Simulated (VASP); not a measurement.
Here is a VASP 6.6.1 calculation.

File INCAR:

```
SYSTEM = W
PREC = Accurate
ENCUT = 520
EDIFF = 1E-7
ISMEAR = 0
SIGMA = 0.1
LREAL = .False.
LASPH = .True.
NELM = 100
ALGO = Fast
ISIF = 2
LWAVE = .False.
LCHARG = .True.
GGA = PS
LELF = .True.
LVHAR = .True.
NBANDS = 66
```

The input KPOINTS:

```
Automatic mesh
0
Gamma
  8 8 8
  0 0 0
```

The input POSCAR:

```
W
1.0
    4.9293198275      0.0000000000      0.0000000000
    0.0000000000      4.9293198275      0.0000000000
    0.0000000000      0.0000000000      4.9293198275
W
8
Direct
    0.0000000000      0.0000000000      0.0000000000
    0.5000000000      0.5000000000      0.5000000000
    0.0000000000      0.5000000000      0.2500000000
    0.0000000000      0.5000000000      0.7500000000
    0.2500000000      0.0000000000      0.5000000000
    0.7500000000      0.0000000000      0.5000000000
    0.5000000000      0.7500000000      0.0000000000
    0.5000000000      0.2500000000      0.0000000000
```

Potentials or basis: VASP PAW PBE potentials, release 64 (W_sv).

Launch:

```sh
$ cat potpaw_PBE.64/W_sv/POTCAR > POTCAR
$ mpirun -np 1 vasp_std > vasp.out
```

**Question.** What does it give for the band gap on the k mesh?

**Answer.** Zero (band 56 reaches 12.42 eV, above the bottom of band 57 at 11.29 eV).

**Question.** What does it give for the pressure?

**Answer.** 23.6 GPa.

Caveat: the PAW data sets were made with another functional, which shifts forces and pressure a little; spin-orbit coupling is left out, which moves the levels of the heavy elements.
